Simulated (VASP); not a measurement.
# ZnSiP2 (I-42d) in VASP: relaxation of cell and atoms with PBEsol

Aim: the relaxation of cell and atoms of ZnSiP2 with PBEsol.

Program: VASP 6.6.1. These are calculated values, not measurements. Logs are shortened: lines on timing, memory, paths and dates and some standing lists are left out, and cuts for length are marked.

### 1 The cell of the first run

The structure is tetragonal, space group I-42d (No. 122). The conventional cell has a = 5.373 Å, b = 5.373 Å, c = 10.460 Å, α = 90.00°, β = 90.00°, γ = 90.00°. Within 3.1 Å of Zn (site symmetry -4) lie 4 P at 2.36 Å. Within 3.0 Å of Si (site symmetry -4) lie 4 P at 2.25 Å. Within 3.0 Å of P (site symmetry 2) lie 2 Si at 2.25 Å and 2 Zn at 2.36 Å.

### 2 Relaxation of cell and atoms, PBEsol

File INCAR:

```
  ALGO = Normal
  EDIFF = 1E-7
  EDIFFG = -0.005
  ENCUT = 500
  GGA = PS
  GGA_COMPAT = False
  IBRION = 2
  ISIF = 3
  ISMEAR = 0
  LASPH = True
  LCHARG = False
  LREAL = False
  LWAVE = False
  NELM = 120
  NELMIN = 4
  NSW = 100
  PREC = Accurate
  SIGMA = 0.02
```

File KPOINTS:

```
k-points
0
Gamma
  8 8 8
```

File POSCAR:

```
ZnSiP2
1.0
   -2.6867032364      2.6867032364      5.2300306318
    2.6867032364     -2.6867032364      5.2300306318
    2.6867032364      2.6867032364     -5.2300306318
Zn Si P
2 2 4
Direct
    0.0000000000      0.0000000000      0.0000000000
    0.7500000000      0.2500000000      0.5000000000
    0.5000000000      0.5000000000      0.0000000000
    0.2500000000      0.7500000000      0.5000000000
    0.3750000000      0.3923012000      0.5173012000
    0.8750000000      0.8576988000      0.4826988000
    0.6076988000      0.1250000000      0.9826988000
    0.1423012000      0.6250000000      0.0173012000
```

Potentials or basis: VASP PAW PBE potentials, release 64 (Zn, Si, P).

Run with:

```console
> cat potpaw_PBE.64/Zn/POTCAR potpaw_PBE.64/Si/POTCAR potpaw_PBE.64/P/POTCAR > POTCAR
> mpirun -np 1 vasp_std > vasp.out
```

OUTCAR:

```text
EDIFF = 1E-7
   EDIFFG = -0.005
   ENCUT = 500
   GGA = PS
   IBRION = 2
   ISIF = 3
   ISMEAR = 0
   LASPH = True
   LREAL = False
   NELM = 120
   NELMIN = 4
   NSW = 100
   PREC = Accurate

 ion  position               nearest neighbor table
   1  0.000  0.000  0.000-   5 2.36   7 2.36   6 2.36   8 2.36
   2  0.750  0.250  0.500-   8 2.36   6 2.36   7 2.36   5 2.36
   3  0.500  0.500  0.000-   5 2.25   6 2.25   7 2.25   8 2.25
   4  0.250  0.750  0.500-   5 2.25   6 2.25   7 2.25   8 2.25
   5  0.375  0.392  0.517-   3 2.25   4 2.25   1 2.36   2 2.36
   6  0.875  0.858  0.483-   3 2.25   4 2.25   1 2.36   2 2.36
   7  0.608  0.125  0.983-   3 2.25   4 2.25   2 2.36   1 2.36
   8  0.142  0.625  0.017-   3 2.25   4 2.25   2 2.36   1 2.36

  LATTYP: Found a body centered tetragonal cell.
 ALAT       =     5.3734064728
 C/A-ratio  =     1.9466350287

  Lattice vectors:

 A1 = (  -2.6867032364,   2.6867032364,   5.2300306318)
 A2 = (   2.6867032364,  -2.6867032364,   5.2300306318)
 A3 = (   2.6867032364,   2.6867032364,  -5.2300306318)

Analysis of symmetry for initial positions (statically):
=====================================================================
 Subroutine PRICEL returns:
 Original cell was already a primitive cell.

 Routine SETGRP: Setting up the symmetry group for a
 body centered tetragonal supercell.

 Subroutine GETGRP returns: Found  8 space group operations
 (whereof  4 operations were pure point group operations)
 out of a pool of 16 trial point group operations.

The static configuration has the point symmetry S_4 .
 The point group associated with its full space group is D_2d.

Analysis of symmetry for dynamics (positions and initial velocities):
=====================================================================
 Subroutine PRICEL returns:
 Original cell was already a primitive cell.

 Routine SETGRP: Setting up the symmetry group for a
 body centered tetragonal supercell.

 Subroutine GETGRP returns: Found  8 space group operations
 (whereof  4 operations were pure point group operations)
 out of a pool of 16 trial point group operations.

The dynamic configuration has the point symmetry S_4 .
 The point group associated with its full space group is D_2d.

 Subroutine INISYM returns: Found  8 space group operations
 (whereof  4 operations are pure point group operations),
 and found     1 'primitive' translations

----------------------------------------------------------------------------------------

                                     Primitive cell

  volume of cell :     151.0093

  direct lattice vectors                    reciprocal lattice vectors
    -2.686703236  2.686703236  5.230030632     0.000000000  0.186101685  0.095601735
     2.686703236 -2.686703236  5.230030632     0.186101685  0.000000000  0.095601735
     2.686703236  2.686703236 -5.230030632     0.186101685  0.186101685  0.000000000

[... 85 lines left out ...]
 SYSTEM =  unknown system
   PREC   = accura    normal or accurate (medium, high low for compatibility)
   ISTART =      0    job   : 0-new  1-cont  2-samecut
   ICHARG =      2    charge: 1-file 2-atom 10-const
   ISPIN  =      1    spin polarized calculation?
   LNONCOLLINEAR =      F non collinear calculations
   LSORBIT =      F    spin-orbit coupling
   LASPH  =      T    aspherical Exc in radial PAW
   ENCUT  =  500.0 eV  36.75 Ry    6.06 a.u.  11.79 11.79 11.79*2*pi/ulx,y,z
   NELM   =    120;   NELMIN=  4; NELMDL= -5     # of ELM steps
   EDIFF  = 0.1E-06   stopping-criterion for ELM
   LREAL  =      F    real-space projection
   EDIFFG = -.5E-02   stopping-criterion for IOM
   NSW    =    100    number of steps for IOM
   IBRION =      2    ionic relax: 0-MD 1-quasi-New 2-CG
   NFREE  =      1    steps in history (QN), initial steepest desc. (CG)
   ISIF   =      3    stress and relaxation
   ISYM   =      2    0-nonsym 1-usesym 2-fastsym
   POTIM  = 0.5000    time-step for ionic-motion
   TEBEG  =    0.0;   TEEND  =   0.0 temperature during run
   PSTRESS=    0.0 pullay stress
   NELECT =      52.0000    total number of electrons
   NUPDOWN=      -1.0000    fix difference up-down
   EMIN   =  10.00;   EMAX   =-10.00  energy-range for DOS
   EFERMI =   0.00;   METHOD = LEGACY
   ISMEAR =     0;   SIGMA  =   0.02  broadening in eV -4-tet -1-fermi 0-gaus
   EFERMI_NEDOS =   21; number of points for ismear=-14 and -15
   IALGO  =     38    algorithm
   IMIX   =      4    mixing-type and parameters
     AMIX     =   0.40;   BMIX     =  1.00
     AMIX_MAG =   1.60;   BMIX_MAG =  1.00
  volume/ion in A,a.u.               =      18.88       127.38
  Fermi-wavevector in a.u.,A,eV,Ry     =   1.147470  2.168404 17.914625  1.316688
  Thomas-Fermi vector in A             =   2.284150
   LORBIT       =      0    0 simple, 1 ext, 2 COOP (PROOUT), +10 PAW based schemes
   GGA     = PS    functional components
   LHFCALC =     F    Hartree Fock is set to
   AEXX    =    0.0000 exact exchange contribution
   IVDW    =     0    specifies the selected vdW correction
   LEPSILON=     F    determine dielectric tensor
   LRPA    =     F    only Hartree local field effects (RPA)
 conjugate gradient relaxation of ions
 non-spin polarized calculation
 Gauss-broadening in eV      SIGMA  =   0.02
  energy-cutoff  :      500.00
  volume of cell :      151.01
 maximum number of plane-waves:      3844
   NGX = 23   NGY = 23   NGZ = 23

--------------------------------------- Ionic step        1  -------------------------------------------

 number of electron      52.0000018 magnetization

 Free energy of the ion-electron system (eV)
  ---------------------------------------------------
  ext. energy  EPLUGINS =         0.00000000
  ---------------------------------------------------
  free energy    TOTEN  =       -40.23119189 eV

  energy without entropy =      -40.23119189  energy(sigma->0) =      -40.23119189

 E-fermi :   4.7077     XC(G=0):  -9.9811

 val. band max:        4.5735692014   @ k =   0.0000   0.0000   0.0000
 cond. band min:       5.7685275960   @ k =   0.0000   0.0000   0.0000
 fundamental gap:      1.1949583946
 Fermi energy:         4.7076885313

 k-point     1 :       0.0000    0.0000    0.0000
  band No.  band energies     occupation
      1      -8.4983      2.00000
      2      -5.5339      2.00000
      3      -5.5244      2.00000
      4      -5.5244      2.00000
      5      -4.0273      2.00000
      6      -2.2667      2.00000
[... 1016 lines left out ...]
--------------------------------------- Ionic step        6  -------------------------------------------

 number of electron      52.0000022 magnetization

 Free energy of the ion-electron system (eV)
  ---------------------------------------------------
  ext. energy  EPLUGINS =         0.00000000
  ---------------------------------------------------
  free energy    TOTEN  =       -40.23705608 eV

  energy without entropy =      -40.23705608  energy(sigma->0) =      -40.23705608

 E-fermi :   4.7810     XC(G=0): -10.0136

 val. band max:        4.6685077795   @ k =   0.0000   0.0000   0.0000
 cond. band min:       5.8301581774   @ k =   0.0000   0.0000   0.0000
 fundamental gap:      1.1616503979
 Fermi energy:         4.7810062564

 k-point     1 :       0.0000    0.0000    0.0000
  band No.  band energies     occupation
      1      -8.4538      2.00000
      2      -5.4794      2.00000
      3      -5.4755      2.00000
      4      -5.4755      2.00000
      5      -3.9430      2.00000
      6      -2.2373      2.00000
[... 842 lines left out ...]
  FREE ENERGIE OF THE ION-ELECTRON SYSTEM (eV)
  ---------------------------------------------------
  free  energy   TOTEN  =       -40.2370560812 eV

  energy  without entropy=      -40.2370560812  energy(sigma->0) =      -40.23705608

 reached required accuracy - stopping structural energy minimisation
```

OSZICAR:

```text
N       E                     dE             d eps       ncg     rms          rms(c)
DAV:   1     0.321074740983E+03    0.32107E+03   -0.22603E+04  3658   0.168E+03
[... 54 lines left out ...]
       N       E                     dE             d eps       ncg     rms          rms(c)
DAV:   1    -0.402370870522E+02   -0.57792E-04   -0.12235E-03  4232   0.234E-01    0.448E-02
DAV:   2    -0.402370681044E+02    0.18948E-04   -0.78312E-05  4721   0.153E-01    0.263E-02
DAV:   3    -0.402370570487E+02    0.11056E-04   -0.97517E-06  5004   0.559E-02    0.876E-03
DAV:   4    -0.402370560615E+02    0.98719E-06   -0.40831E-06  4478   0.171E-02    0.207E-03
DAV:   5    -0.402370560869E+02   -0.25397E-07   -0.10879E-06  4074   0.157E-02    0.118E-03
DAV:   6    -0.402370560812E+02    0.56552E-08   -0.13330E-07  2634   0.430E-03
   6 F= -.40237056E+02 E0= -.40237056E+02  d E =-.269093E-04
```

Wall time 31 min (1 thread of AMD EPYC 7R43 (Zen 3), shared host); peak memory 0.42 GiB.

Results:

```
Free energy                           : -40.2371 eV
Relaxed volume                        : 18.74 Å³/atom
Relaxed cell                          : a = 6.452 Å, b = 6.452 Å, c = 6.452 Å, α = 130.93°, β = 130.93°, γ = 71.92°
Space group after relaxing (to 0.1 Å) : I-42d (No. 122)
Energy gained by relaxing             : 0.7 meV/atom
Ionic steps                           : 6
Pressure after relaxing               : 0.0 GPa
Band gap on the k mesh                : 1.16 eV
```

Step by step:
| step | energy change (eV) | largest force (eV/Å) | pressure (GPa) | volume (Å³) |
| --- | --- | --- | --- | --- |
| 1 | 0.0000 | 0.1451 | -0.56 | 151.01 |
| 2 | -0.0046 | 0.0805 | 0.27 | 149.57 |
| 3 | -0.0046 | 0.0813 | 0.25 | 149.59 |
| 4 | -0.0058 | 0.0064 | 0.03 | 149.87 |
| 5 | -0.0058 | 0.0019 | 0.00 | 149.90 |
| 6 | -0.0059 | 0.0005 | 0.00 | 149.91 |

Final structure:
```
Zn Si P
1.0
    -2.67894    2.67894    5.22208
     2.67894   -2.67894    5.22208
     2.67894    2.67894   -5.22208
Zn Si P
2 2 4
Cartesian
  0.0000 5.3579 0.0000
  0.0000 2.6789 2.6110
  2.6789 2.6789 0.0000
  2.6789 0.0000 2.6110
  1.4190 1.3395 1.3055
  1.2599 1.3395 6.5276
  1.3395 3.9388 -1.3055
  1.3395 -1.2599 3.9166
```

Caveat: the PAW data sets were made with another functional, which shifts forces and pressure a little.
